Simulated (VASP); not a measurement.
# BaTiO3 (Pm-3m) in VASP: a series of runs, part 2 of 2

VASP 6.6.1.

### Step 5. Single point, LDA

This run uses another cell than the first one, of 13.63 Å³/atom.

The input, INCAR:

```
SYSTEM = BaTiO3
ALGO = Normal ; EDIFF = 1E-7
ENCUT = 520 ; GGA = CA
ISIF = 2 ; ISMEAR = -1
LASPH = .TRUE. ; LCHARG = .FALSE.
LREAL = .FALSE. ; LWAVE = .FALSE.
NBANDS = 28 ; NELM = 100
PREC = Accurate ; SIGMA = 0.05
```

The input, KPOINTS:

```
k-points
0
G
  7 7 7
  0 0 0
```

The input, POSCAR:

```
BaTiO3
1.0
    4.0845689666      0.0000000000      0.0000000000
    0.0000000000      4.0845689666      0.0000000000
    0.0000000000      0.0000000000      4.0845689666
Ba Ti O
1 1 3
Direct
    0.5000000000      0.5000000000      0.5000000000
    0.0000000000      0.0000000000      0.0000000000
    0.0000000000      0.0000000000      0.5000000000
    0.0000000000      0.5000000000      0.0000000000
    0.5000000000      0.0000000000      0.0000000000
```

Potentials or basis: VASP PAW LDA potentials, release 64 (Ba_sv, Ti_sv, O).

Command:

```
$ cat potpaw_LDA.64/Ba_sv/POTCAR potpaw_LDA.64/Ti_sv/POTCAR potpaw_LDA.64/O/POTCAR > POTCAR
$ mpirun -np 1 vasp_std > vasp.out
```

OUTCAR:

```text
SYSTEM = BaTiO3
   EDIFF = 1E-7
   ENCUT = 520
   GGA = CA
   ISIF = 2
   ISMEAR = -1
   LASPH = .TRUE.
   LREAL = .FALSE.
   NELM = 100
   PREC = Accurate

 ion  position               nearest neighbor table
   1  0.500  0.500  0.500-   3 2.89   4 2.89   5 2.89   4 2.89   5 2.89   3 2.89   5 2.89   5 2.89
                             3 2.89   4 2.89   4 2.89   3 2.89   2 3.54   2 3.54   2 3.54   2 3.54
   2  0.000  0.000  0.000-   3 2.04   4 2.04   5 2.04   3 2.04   4 2.04   5 2.04   1 3.54   1 3.54
                             1 3.54   1 3.54   1 3.54   1 3.54   1 3.54   1 3.54
   3  0.000  0.000  0.500-   2 2.04   2 2.04   1 2.89   1 2.89   1 2.89   1 2.89
   4  0.000  0.500  0.000-   2 2.04   2 2.04   1 2.89   1 2.89   1 2.89   1 2.89
   5  0.500  0.000  0.000-   2 2.04   2 2.04   1 2.89   1 2.89   1 2.89   1 2.89

  LATTYP: Found a simple cubic cell.
 ALAT       =     4.0845689666

  Lattice vectors:

 A1 = (   4.0845689666,   0.0000000000,   0.0000000000)
 A2 = (   0.0000000000,   4.0845689666,   0.0000000000)
 A3 = (   0.0000000000,   0.0000000000,   4.0845689666)

Analysis of symmetry for initial positions (statically):
=====================================================================
 Subroutine PRICEL returns:
 Original cell was already a primitive cell.

 Routine SETGRP: Setting up the symmetry group for a
 simple cubic supercell.

 Subroutine GETGRP returns: Found 48 space group operations
 (whereof 48 operations were pure point group operations)
 out of a pool of 48 trial point group operations.

The static configuration has the point symmetry O_h .

Analysis of symmetry for dynamics (positions and initial velocities):
=====================================================================
 Subroutine PRICEL returns:
 Original cell was already a primitive cell.

 Routine SETGRP: Setting up the symmetry group for a
 simple cubic supercell.

 Subroutine GETGRP returns: Found 48 space group operations
 (whereof 48 operations were pure point group operations)
[... 123 lines left out ...]
     AMIX_MAG =   1.60;   BMIX_MAG =  1.00
  volume/ion in A,a.u.               =      13.63        91.97
  Fermi-wavevector in a.u.,A,eV,Ry     =   1.370720  2.590284 25.563605  1.878872
  Thomas-Fermi vector in A             =   2.496481
   LORBIT       =      0    0 simple, 1 ext, 2 COOP (PROOUT), +10 PAW based schemes
   GGA     = CA    functional components
   LHFCALC =     F    Hartree Fock is set to
   AEXX    =    0.0000 exact exchange contribution
   IVDW    =     0    specifies the selected vdW correction
   LEPSILON=     F    determine dielectric tensor
   LRPA    =     F    only Hartree local field effects (RPA)
 non-spin polarized calculation
  energy-cutoff  :      520.00
  volume of cell :       68.15
 maximum number of plane-waves:      1850
   NGX = 15   NGY = 15   NGZ = 15

 number of electron      39.9999990 magnetization

 Free energy of the ion-electron system (eV)
  ---------------------------------------------------
  ext. energy  EPLUGINS =         0.00000000
  ---------------------------------------------------
  free energy    TOTEN  =       -43.82336346 eV

  energy without entropy =      -43.82336344  energy(sigma->0) =      -43.82336345

 E-fermi :   3.8314     XC(G=0): -11.4286

 val. band max:        3.0009283799   @ k =   0.4286   0.4286   0.4286
 cond. band min:       4.5995123556   @ k =   0.0000   0.0000   0.0000
 fundamental gap:      1.5985839757
 Fermi energy:         3.8313595994

 k-point     1 :       0.0000    0.0000    0.0000
  band No.  band energies     occupation
      1     -53.0738      2.00000
      2     -29.6561      2.00000
      3     -29.6561      2.00000
      4     -29.6561      2.00000
      5     -21.7441      2.00000
      6     -13.3780      2.00000
[... 609 lines left out ...]
     27      10.0579      0.00000
     28      10.0579      0.00000

------------------------ aborting loop because EDIFF is reached ----------------------------------------

  FORCE on cell =-STRESS in cart. coord.  units (eV):
  Direction    XX          YY          ZZ          XY          YZ          ZX
  --------------------------------------------------------------------------------------
  -------------------------------------------------------------------------------------
  Total       -6.5439576     -6.5439576     -6.5439576      0.0000000      0.0000000     -0.0000000
  in kB     -153.8552628   -153.8552628   -153.8552628      0.0000000      0.0000000     -0.0000000
  external PRESSURE =    -153.8552628 kB  Pullay stress =       0.0000000 kB

 VOLUME and BASIS-vectors are now :
 -----------------------------------------------------------------------------
  energy-cutoff  :      520.00
  volume of cell :       68.15
      direct lattice vectors                 reciprocal lattice vectors
     4.084568967  0.000000000  0.000000000     0.244823874  0.000000000  0.000000000
     0.000000000  4.084568967  0.000000000     0.000000000  0.244823874  0.000000000
     0.000000000  0.000000000  4.084568967     0.000000000  0.000000000  0.244823874

 POSITION                                       TOTAL-FORCE (eV/Angst)
 -----------------------------------------------------------------------------------
      2.04228      2.04228      2.04228         0.000000      0.000000      0.000000
      0.00000      0.00000      0.00000         0.000000      0.000000      0.000000
      0.00000      0.00000      2.04228         0.000000      0.000000      0.000000
      0.00000      2.04228      0.00000         0.000000      0.000000      0.000000
      2.04228      0.00000      0.00000         0.000000      0.000000      0.000000
 -----------------------------------------------------------------------------------
    total drift:                                0.000000     -0.000000      0.000000

  FREE ENERGIE OF THE ION-ELECTRON SYSTEM (eV)
  ---------------------------------------------------
  free  energy   TOTEN  =       -43.8233634582 eV

  energy  without entropy=      -43.8233634401  energy(sigma->0) =      -43.82336345
```

OSZICAR:

```text
N       E                     dE             d eps       ncg     rms          rms(c)
DAV:   1     0.421190199311E+03    0.42119E+03   -0.20346E+04  1120   0.150E+03
DAV:   2    -0.107312468174E+02   -0.43192E+03   -0.41095E+03  1272   0.409E+02
DAV:   3    -0.525788204477E+02   -0.41848E+02   -0.41332E+02  1360   0.131E+02
DAV:   4    -0.547666956567E+02   -0.21879E+01   -0.21836E+01  1728   0.264E+01
DAV:   5    -0.548090835238E+02   -0.42388E-01   -0.42372E-01  1448   0.359E+00    0.214E+01
DAV:   6    -0.444642168547E+02    0.10345E+02   -0.60273E+01  1640   0.627E+01    0.106E+01
DAV:   7    -0.441475305377E+02    0.31669E+00   -0.12351E+01  1504   0.250E+01    0.619E+00
DAV:   8    -0.438963382078E+02    0.25119E+00   -0.66951E-01  1348   0.655E+00    0.357E+00
DAV:   9    -0.438904846140E+02    0.58536E-02   -0.67945E-01  1680   0.686E+00    0.228E+00
DAV:  10    -0.438288294168E+02    0.61655E-01   -0.30623E-01  1332   0.490E+00    0.565E-01
DAV:  11    -0.438238045776E+02    0.50248E-02   -0.27046E-02  1348   0.997E-01    0.249E-01
DAV:  12    -0.438238595896E+02   -0.55012E-04   -0.52732E-03  1412   0.645E-01    0.172E-01
DAV:  13    -0.438233857733E+02    0.47382E-03   -0.13380E-03  1472   0.322E-01    0.393E-02
DAV:  14    -0.438233667266E+02    0.19047E-04   -0.67354E-05  1600   0.618E-02    0.142E-02
DAV:  15    -0.438233641828E+02    0.25438E-05   -0.59912E-06  1584   0.179E-02    0.688E-03
DAV:  16    -0.438233636090E+02    0.57377E-06   -0.54712E-06  1596   0.198E-02    0.346E-03
DAV:  17    -0.438233635031E+02    0.10594E-06   -0.37381E-07  1096   0.532E-03    0.227E-03
DAV:  18    -0.438233634582E+02    0.44906E-07   -0.16891E-07   792   0.250E-03
   1 F= -.43823363E+02 E0= -.43823363E+02  d E =-.180861E-07
```

It took 53 s on 1 thread of Intel Xeon 8259CL, shared host; peak memory 0.17 GiB.

Results:

```yaml
Free_energy: -43.8234 eV
Pressure: -15.4 GPa
Band_gap_on_the_k_mesh: 1.60 eV (least direct gap 1.74 eV)
```

Caveat: the cell stands under tension; spin-orbit coupling is left out, which moves the levels of the heavy elements; an odd mesh through Γ misses points on the zone boundary, where band edges can lie.

### Step 6. Overview

```csv
cell,gap on the mesh (eV),pressure (GPa)
"a = 4.006 Å, 5 atoms",1.71,-7.3
"a = 4.033 Å, 5 atoms",1.67,-10.3
"a = 4.059 Å, 5 atoms",1.64,-13.0
"a = 4.085 Å, 5 atoms",1.60,-15.4
```

Alike in all rows: task single point; level LDA; potentials or basis VASP PAW LDA potentials, release 64 (Ba_sv, Ti_sv, O); no spin polarisation; k mesh 7 × 7 × 7; cutoff (eV) 520; smearing fermi-dirac 0.05 eV.

Caveats: the cell stands under tension; spin-orbit coupling is left out, which moves the levels of the heavy elements; an odd mesh through Γ misses points on the zone boundary, where band edges can lie.

Absolute energies hang on the potentials; compare differences alone.
